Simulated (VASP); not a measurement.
# I (Fmmm) in VASP: a series of runs

I is run at these levels: PBEsol, r2SCAN+D3(BJ), LDA, PBE-based screened hybrid with 25 % exact exchange; tasks: single point.

Program: VASP 6.6.1. These are calculated values, not measurements. Logs are shortened: lines on timing, memory, paths and dates and some standing lists are left out, and cuts for length are marked.

**1. The cell of the first run**

Symmetry: Fmmm, No. 69, orthorhombic system. The conventional cell has a = 4.384 Å, b = 4.731 Å, c = 7.820 Å, α = 90.00°, β = 90.00°, γ = 90.00°. I (site symmetry mmm) has 4 I at 3.23 Å within 4.2 Å.

**2. Single point, PBEsol, non-collinear spin, zero start, spin-orbit coupling**

Contents of INCAR:

```
SYSTEM = I
PREC = Accurate
ENCUT = 520
EDIFF = 1E-7
ISMEAR = -1
SIGMA = 0.05
LREAL = .FALSE.
LASPH = .TRUE.
NELM = 150
ALGO = Normal
ISIF = 2
LWAVE = .FALSE.
LCHARG = .FALSE.
LNONCOLLINEAR = .TRUE.
MAGMOM = 0 0 0
LORBIT = 11
LSORBIT = .TRUE.
GGA_COMPAT = .FALSE.
LORBMOM = .TRUE.
GGA = PS
NBANDS = 18
```

Contents of KPOINTS:

```
regular mesh
0
G
  9 9 9
  0 0 0
```

Contents of POSCAR:

```
I
1.0
    0.0000000000      2.3656004428      3.9098401324
    2.1922454667      0.0000000000      3.9098401324
    2.1922454667      2.3656004428      0.0000000000
I
1
Direct
    0.0000000000      0.0000000000      0.0000000000
```

Potentials or basis: VASP PAW PBE potentials, release 64 (I).

Started as:

```bash
> cat potpaw_PBE.64/I/POTCAR > POTCAR
> mpirun -np 1 vasp_ncl > vasp.out
```

OUTCAR:

```text
SYSTEM = I
   PREC = Accurate
   ENCUT = 520
   EDIFF = 1E-7
   ISMEAR = -1
   LREAL = .FALSE.
   LASPH = .TRUE.
   NELM = 150
   ISIF = 2
   LNONCOLLINEAR = .TRUE.
   LORBIT = 11
   LSORBIT = .TRUE.
   GGA = PS

 ion  position               nearest neighbor table
   1  0.000  0.000  0.000-

  LATTYP: Found a face centered orthorhombic cell.
 ALAT       =     4.3844909334
 B/A-ratio  =     1.0790764441
 C/A-ratio  =     1.7834864717

  Lattice vectors:

 A1 = (   0.0000000000,   2.3656004428,   3.9098401324)
 A2 = (   2.1922454667,   0.0000000000,   3.9098401324)
 A3 = (   2.1922454667,   2.3656004428,   0.0000000000)

Analysis of symmetry for initial positions (statically):
=====================================================================
 Subroutine PRICEL returns:
 Original cell was already a primitive cell.

 Routine SETGRP: Setting up the symmetry group for a
 face centered orthorhombic supercell.

 Subroutine GETGRP returns: Found  8 space group operations
 (whereof  8 operations were pure point group operations)
 out of a pool of  8 trial point group operations.

The static configuration has the point symmetry D_2h.

Analysis of symmetry for dynamics (positions and initial velocities):
=====================================================================
 Subroutine PRICEL returns:
 Original cell was already a primitive cell.

 Routine SETGRP: Setting up the symmetry group for a
 face centered orthorhombic supercell.

 Subroutine GETGRP returns: Found  8 space group operations
 (whereof  8 operations were pure point group operations)
 out of a pool of  8 trial point group operations.

The dynamic configuration has the point symmetry D_2h.

Analysis of structural, dynamic, and magnetic symmetry:
=====================================================================
 Subroutine PRICEL returns:
 Original cell was already a primitive cell.

 Routine SETGRP: Setting up the symmetry group for a
 face centered orthorhombic supercell.

 Subroutine GETGRP returns: Found  8 space group operations
 (whereof  8 operations were pure point group operations)
 out of a pool of  8 trial point group operations.

The overall configuration has the point symmetry D_2h.

 Subroutine INISYM returns: Found  8 space group operations
 (whereof  8 operations are pure point group operations),
 and found     1 'primitive' translations

----------------------------------------------------------------------------------------

                                     Primitive cell

  volume of cell :      40.5527

  direct lattice vectors                    reciprocal lattice vectors
     0.000000000  2.365600443  3.909840132    -0.228076649  0.211362828  0.127882467
     2.192245467  0.000000000  3.909840132     0.228076649 -0.211362828  0.127882467
     2.192245467  2.365600443  0.000000000     0.228076649  0.211362828 -0.127882467

  length of vectors
     4.569782852  4.482498193  3.225214046     0.336224818  0.336224818  0.336224818

  position of ions in fractional coordinates (direct lattice)
     0.000000000  0.000000000  0.000000000

  ion indices of the primitive-cell ions
   primitive index   ion index
                 1           1

----------------------------------------------------------------------------------------

 KPOINTS: regular mesh

Automatic generation of k-mesh.
 Grid dimensions read from file:
 generate k-points for:    9    9    9

 Generating k-lattice:

  Cartesian coordinates                     Fractional coordinates (reciprocal lattice)
    -0.025341850  0.023484759  0.014209163     0.111111111  0.000000000  0.000000000
     0.025341850 -0.023484759  0.014209163     0.000000000  0.111111111  0.000000000
     0.025341850  0.023484759 -0.014209163     0.000000000  0.000000000  0.111111111

  Length of vectors
     0.037358313  0.037358313  0.037358313

  Shift w.r.t. Gamma in fractional coordinates (k-lattice)
     0.000000000  0.000000000  0.000000000

 Subroutine IBZKPT returns following result:
 ===========================================

 Found    125 irreducible k-points:

 Following reciprocal coordinates:
            Coordinates               Weight
[... 48 lines left out ...]
   NFREE  =      0    steps in history (QN), initial steepest desc. (CG)
   ISIF   =      2    stress and relaxation
   ISYM   =      2    0-nonsym 1-usesym 2-fastsym
   POTIM  = 0.5000    time-step for ionic-motion
   TEBEG  =    0.0;   TEEND  =   0.0 temperature during run
   PSTRESS=    0.0 pullay stress
   NELECT =       7.0000    total number of electrons
   NUPDOWN=      -1.0000    fix difference up-down
   EMIN   =  10.00;   EMAX   =-10.00  energy-range for DOS
   EFERMI =   0.00;   METHOD = LEGACY
   ISMEAR =    -1;   SIGMA  =   0.05  broadening in eV -4-tet -1-fermi 0-gaus
   EFERMI_NEDOS =   21; number of points for ismear=-14 and -15
   IALGO  =     38    algorithm
   IMIX   =      4    mixing-type and parameters
     AMIX     =   0.40;   BMIX     =  1.00
     AMIX_MAG =   1.60;   BMIX_MAG =  1.00
  volume/ion in A,a.u.               =      40.55       273.66
  Fermi-wavevector in a.u.,A,eV,Ry     =   0.911523  1.722529 11.304731  0.830874
  Thomas-Fermi vector in A             =   2.035812
   LORBIT       =     11    0 simple, 1 ext, 2 COOP (PROOUT), +10 PAW based schemes
   GGA     = PS    functional components
   LHFCALC =     F    Hartree Fock is set to
   AEXX    =    0.0000 exact exchange contribution
   IVDW    =     0    specifies the selected vdW correction
   LEPSILON=     F    determine dielectric tensor
   LRPA    =     F    only Hartree local field effects (RPA)
  energy-cutoff  :      520.00
  volume of cell :       40.55
 maximum number of plane-waves:      2218
 NGX is ok and might be reduce to    36
   NGX = 17   NGY = 17   NGZ = 11

 number of electron       7.0000000 magnetization       0.0000000      0.0000000      0.0000000

 number of electron       7.0000000 magnetization      -0.0000000     -0.0000000     -0.0000000

 number of electron       7.0000000 magnetization       0.0000000      0.0000000     -0.0000000

 number of electron       7.0000000 magnetization      -0.0000000      0.0000000     -0.0000000

 Free energy of the ion-electron system (eV)
  ---------------------------------------------------
  ext. energy  EPLUGINS =         0.00000000
  ---------------------------------------------------
  free energy    TOTEN  =        -1.84118899 eV

  energy without entropy =       -1.83579529  energy(sigma->0) =       -1.83849214

 E-fermi :   3.5368     XC(G=0):  -8.4382

 val. band max:        3.5183359103   @ k =  -0.1111   0.1111   0.1111
 cond. band min:       3.5730702199   @ k =  -0.4444   0.4444   0.1111
 fundamental gap:      0.0547343096
 Fermi energy:         3.5367951463

 k-point     1 :       0.0000    0.0000    0.0000
  band No.  band energies     occupation
      1     -10.4984      1.00000
      2     -10.4984      1.00000
      3       1.3252      1.00000
      4       1.3252      1.00000
      5       3.9362      0.00034
      6       3.9362      0.00034
[... 481 lines left out ...]
      5       3.6464      0.10039
      6       3.6464      0.10039
[... 10 lines left out ...]
     17      18.3045      0.00000
     18      18.3100      0.00000

 [... further k-points ...]

------------------------ aborting loop because EDIFF is reached ----------------------------------------

  FORCE on cell =-STRESS in cart. coord.  units (eV):
  Direction    XX          YY          ZZ          XY          YZ          ZX
  --------------------------------------------------------------------------------------
  -------------------------------------------------------------------------------------
  Total       -0.3105937     -0.2906837     -0.1108869     -0.0000000      0.0000000      0.0000000
  in kB      -12.2711064    -11.4844881     -4.3809779     -0.0000000      0.0000000      0.0000000
  external PRESSURE =      -9.3788575 kB  Pullay stress =       0.0000000 kB

 VOLUME and BASIS-vectors are now :
 -----------------------------------------------------------------------------
  energy-cutoff  :      520.00
  volume of cell :       40.55
      direct lattice vectors                 reciprocal lattice vectors
     0.000000000  2.365600443  3.909840132    -0.228076649  0.211362828  0.127882467
     2.192245467  0.000000000  3.909840132     0.228076649 -0.211362828  0.127882467
     2.192245467  2.365600443  0.000000000     0.228076649  0.211362828 -0.127882467

 POSITION                                       TOTAL-FORCE (eV/Angst)
 -----------------------------------------------------------------------------------
      0.00000      0.00000      0.00000         0.000000      0.000000      0.000000
 -----------------------------------------------------------------------------------
    total drift:                                0.000000      0.000000      0.000000

  FREE ENERGIE OF THE ION-ELECTRON SYSTEM (eV)
  ---------------------------------------------------
  free  energy   TOTEN  =        -1.8411889899 eV

  energy  without entropy=       -1.8357952873  energy(sigma->0) =       -1.83849214

 orbital moment (x)

 # of ion     p       d       tot
 ----------------------------------------
  1         0.000   0.000   0.000
 ----------------------------------------
            0.000   0.000   0.000

 orbital moment (y)

 # of ion     p       d       tot
 ----------------------------------------
  1         0.000   0.000   0.000
 ----------------------------------------
            0.000   0.000   0.000

 orbital moment (z)

 # of ion     p       d       tot
 ----------------------------------------
  1         0.000   0.000   0.000
 ----------------------------------------
            0.000   0.000   0.000

 Spin-Orbit-Coupling matrix elements

 Ion:    1  E_soc:     -0.3595572
 l=   1
     0.0000000    -0.0554313    -0.0703191
    -0.0554313     0.0000000    -0.0537657
    -0.0703191    -0.0537657     0.0000000
 l=   2
     0.0000000    -0.0000429     0.0000000    -0.0000430    -0.0001015
    -0.0000429     0.0000000    -0.0000436    -0.0000033     0.0000028
     0.0000000    -0.0000436     0.0000000    -0.0000408     0.0000000
    -0.0000430    -0.0000033    -0.0000408     0.0000000     0.0000097
    -0.0001015     0.0000028     0.0000000     0.0000097     0.0000000
 l=   3
     0.0000000     0.0000000     0.0000000     0.0000000     0.0000000     0.0000000     0.0000000
     0.0000000     0.0000000     0.0000000     0.0000000     0.0000000     0.0000000     0.0000000
     0.0000000     0.0000000     0.0000000     0.0000000     0.0000000     0.0000000     0.0000000
     0.0000000     0.0000000     0.0000000     0.0000000     0.0000000     0.0000000     0.0000000
     0.0000000     0.0000000     0.0000000     0.0000000     0.0000000     0.0000000     0.0000000
     0.0000000     0.0000000     0.0000000     0.0000000     0.0000000     0.0000000     0.0000000
     0.0000000     0.0000000     0.0000000     0.0000000     0.0000000     0.0000000     0.0000000

 total charge

# of ion       s       p       d       tot
------------------------------------------
    1        1.547   2.593   0.027   4.167

 magnetization (x)

# of ion       s       p       d       tot
------------------------------------------
    1        0.000   0.000   0.000   0.000

 magnetization (y)

# of ion       s       p       d       tot
------------------------------------------
    1        0.000  -0.000   0.000  -0.000

 magnetization (z)

# of ion       s       p       d       tot
------------------------------------------
    1        0.000   0.000   0.000   0.000
```

Wall time 1.8 min (1 thread of Intel Xeon 6975P-C (Granite Rapids), shared host); peak memory 0.37 GiB.

What came out:

```
Free energy                                           : -1.8412 eV
Pressure                                              : -0.9 GPa
Net moment                                            : 0.00 μB per cell
Valence electrons inside the program's atomic spheres : I 4.17
```

Moments on the atoms (μB; x, y, z):
```
I   0.00 0.00 0.00
```

Caveat: the PAW data sets were made with another functional, which shifts forces and pressure a little.

(Part 1 of 2 ends here.)
